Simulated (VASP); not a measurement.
Set up this calculation in VASP 6.6.1, as the native input.

```yaml
Task: single point
Functional: PBEsol
Potentials_or_basis: VASP PAW PBE potentials, release 64 (Ga_d, Sb, As)
Cutoff: 500 eV
k_mesh: 1 × 1 × 1, shifted
Occupations: fermi-dirac, width 0.05 eV
Spin: no spin polarisation
Dipole_correction: no
Further_INCAR_settings: LREAL = Auto; ALGO = Normal; EDIFF = 1e-06; NBANDS = 326; ISYM = -1
```

The structure of Ga8Sb5As3 lies in POSCAR:

```
Ga8Sb5As3
1.0
   11.8843006493      0.0000000000      0.0000000000
    0.0000000000     11.8843006493      0.0000000000
    0.0000000000      0.0000000000     11.8843006493
Ga Sb As
32 20 12
Direct
    0.9999650000      0.0016650000      0.9995470000
    0.9928570000      0.9916510000      0.5075960000
    0.0068430000      0.5094870000      0.0054130000
    0.9869490000      0.4992120000      0.5022000000
    0.4939980000      0.9927110000      0.9917230000
    0.4967670000      0.0069900000      0.5081310000
    0.5078810000      0.4927240000      0.9933390000
    0.5065180000      0.5089920000      0.5074780000
    0.2583910000      0.2412530000      0.9903240000
    0.2554160000      0.2442030000      0.4930530000
    0.2498570000      0.7504970000      0.0133430000
    0.2573540000      0.7590060000      0.5089510000
    0.7422460000      0.2582460000      0.9940340000
    0.7473490000      0.2481970000      0.5151060000
    0.7409730000      0.7583840000      0.9901820000
    0.7543550000      0.7439830000      0.5059430000
    0.2632650000      0.9991000000      0.2513190000
    0.2635130000      0.9999550000      0.7512230000
    0.2442160000      0.5064990000      0.2454980000
    0.2502300000      0.5014900000      0.7496440000
    0.7481070000      0.0000120000      0.2509260000
    0.7411970000      0.9936520000      0.7437550000
    0.7550030000      0.5083720000      0.2581920000
    0.7423330000      0.4945240000      0.7453780000
    0.0003410000      0.2481020000      0.2508130000
    0.9925720000      0.2585820000      0.7429210000
    0.9998030000      0.7379260000      0.2541780000
    0.9920240000      0.7579050000      0.7453560000
    0.4938130000      0.2449850000      0.2593370000
    0.5072110000      0.2416500000      0.7568230000
    0.4941680000      0.7581810000      0.2432200000
    0.5071600000      0.7561280000      0.7437100000
    0.1314520000      0.1235160000      0.1253050000
    0.1262570000      0.1234480000      0.6259360000
    0.1213940000      0.6280900000      0.6240740000
    0.6187880000      0.1238720000      0.1219770000
    0.6248070000      0.6277420000      0.1233160000
    0.3744650000      0.3733320000      0.1235350000
    0.3802790000      0.3714860000      0.6271500000
    0.8752480000      0.3791370000      0.1258710000
    0.8746340000      0.8710080000      0.1252740000
    0.3753600000      0.6295680000      0.3758140000
    0.3791630000      0.6289430000      0.8758480000
    0.8724090000      0.1247520000      0.3812980000
    0.8690130000      0.1258570000      0.8697370000
    0.8705040000      0.6255670000      0.8719360000
    0.1227590000      0.3772290000      0.3763330000
    0.1251960000      0.3748150000      0.8756620000
    0.1265700000      0.8746100000      0.3760140000
    0.1286070000      0.8748630000      0.8752200000
    0.6268340000      0.3757960000      0.3811930000
    0.6227280000      0.8747250000      0.3808310000
    0.1247530000      0.6280930000      0.1284570000
    0.6232050000      0.1228400000      0.6296400000
    0.6285550000      0.6272530000      0.6278100000
    0.3752340000      0.8775630000      0.1223540000
    0.3816550000      0.8794960000      0.6279760000
    0.8675110000      0.3771960000      0.6253980000
    0.8675910000      0.8732900000      0.6255400000
    0.3770840000      0.1208690000      0.3784490000
    0.3811880000      0.1206210000      0.8724730000
    0.8745660000      0.6250990000      0.3806880000
    0.6240090000      0.3732850000      0.8688380000
    0.6202770000      0.8772200000      0.8688290000
```

One way to write it, as run:

INCAR

```
SYSTEM = Ga8Sb5As3
ALGO = Normal ; EDIFF = 1E-6
ENCUT = 500 ; GGA = PS
GGA_COMPAT = .FALSE. ; ISIF = 2
ISMEAR = -1 ; ISYM = -1
LASPH = .TRUE. ; LCHARG = .TRUE.
LELF = .TRUE. ; LREAL = Auto
LVHAR = .TRUE. ; LWAVE = .FALSE.
NBANDS = 326 ; NELM = 120
PREC = Accurate ; SIGMA = 0.05
```

KPOINTS

```
explicit points
1
Reciprocal
  0.25000000   0.25000000   0.25000000 1
```

Potentials or basis: VASP PAW PBE potentials, release 64 (Ga_d, Sb, As).

The run is started by

```bash
$ cat potpaw_PBE.64/Ga_d/POTCAR potpaw_PBE.64/Sb/POTCAR potpaw_PBE.64/As/POTCAR > POTCAR
$ mpirun -np 1 vasp_std > vasp.out
```

Results of the run:

The pressure is 0.1 GPa and the largest force is 0.033 eV/Å. The band gap on the k mesh is 0.72 eV.

Caveat: semilocal functionals underestimate gaps, and a narrow one can read as zero; the PAW data sets were made with another functional, which shifts forces and pressure a little; spin-orbit coupling is left out, which moves the levels of the heavy elements; a shifted mesh leaves out Γ, where band edges can lie.

Run time: 41 min on 1 thread of AMD EPYC 7R43 64-Core Processor (Zen 3), with other jobs on the host, peak memory 1.5 GiB.
